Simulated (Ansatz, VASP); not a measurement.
## One calculation of CaTaO6, two programs

File INCAR:

```
PREC = Accurate
ENCUT = 600
EDIFF = 1E-6
ISMEAR = 0
SIGMA = 0.2
LREAL = F
LASPH = T
NELM = 100
ALGO = Normal
ISIF = 3
LWAVE = F
LCHARG = F
GGA = PE
IBRION = 2
NSW = 36
EDIFFG = -0.08
```

KPOINTS

```
Automatic mesh
0
Gamma
  4 4 2
```

POSCAR

```
CaTaO6
1.0
    3.7133062800      0.0000000000      0.0000000000
    0.0000000000      3.7133062800      0.0000000000
    0.0000000000      0.0000000000      7.5386777600
Ca Ta O
1 1 6
Direct
    0.5000000000      0.5000000000      0.5000000000
    0.0000000000      0.0000000000      0.0000000000
    0.1620489200      0.5000000000      0.0000000000
    0.8379510800      0.5000000000      0.0000000000
    0.5000000000      0.1620489200      0.0000000000
    0.5000000000      0.8379510800      0.0000000000
    0.0000000000      0.5000000000      0.5000000000
    0.5000000000      0.0000000000      0.5000000000
```

Input for Ansatz:

```yaml
crystal:
  lattice:
    - [3.71330628, 0.0, 0.0]
    - [0.0, 3.71330628, 0.0]
    - [0.0, 0.0, 7.53867776]
  atoms:
    - { symbol: Ca, position: [0.5, 0.5, 0.5] }
    - { symbol: Ta, position: [0.0, 0.0, 0.0] }
    - { symbol: O, position: [0.16204892, 0.5, 0.0] }
    - { symbol: O, position: [0.83795108, 0.5, 0.0] }
    - { symbol: O, position: [0.5, 0.16204892, 0.0] }
    - { symbol: O, position: [0.5, 0.83795108, 0.0] }
    - { symbol: O, position: [0.0, 0.5, 0.5] }
    - { symbol: O, position: [0.5, 0.0, 0.5] }
basis:
  ecutwfc: 420
kpoints:
  mp_grid: { grid: [4, 4, 2] }
hamiltonian:
  xc: pbe
scf:
  occupations: { method: gaussian, width: 0.2 }
  lower_state_search: "off"
output:
  forces: true
  stress: true
  eigenvalues: true
relax:
  adjacent_minimum: "off"
  f_tol: 0.08
  max_steps: 16
  cell: { stress_tol: 0.8 }
```

Alike in both runs: task relaxation of cell and atoms; functional PBE; k mesh 4 × 4 × 2; occupations gaussian, width 0.2 eV; no spin polarisation.

|  | VASP | Ansatz |
| --- | --- | --- |
| version | VASP 6.6.1 | Ansatz 0.2.0 |
| potentials or method | VASP PAW PBE potentials, release 64 (Ca_sv, Ta_pv, O), cutoff 600 eV | scalar-relativistic, plane waves, PAW |
| valence electrons in the cell | 57 | 59 |

VASP gave:

* gap on the k mesh at the Fermi level, each at its own relaxed structure (eV): none
* relaxed volume (Å³/atom): 12.14
* relaxed length of the cell vector where the two differ most in proportion (Å): 4.903

Task: Estimate Ansatz's values.

Result: gap on the k mesh at the Fermi level, each at its own relaxed structure (eV): none; relaxed volume (Å³/atom): 12.29; relaxed length of the cell vector where the two differ most in proportion (Å): 4.952.

A gap of «none» marks a metal or a gap that the smearing closes. VASP's potentials hold 57 valence electrons a cell and Ansatz's 59, so a difference there can come from the potentials and not from the codes.

The k mesh is coarse, so the values compare programs but aren't converged. Spin-orbit coupling is off throughout. Noted on VASP's run: the standard files for N, O and F lose accuracy on very short bonds.
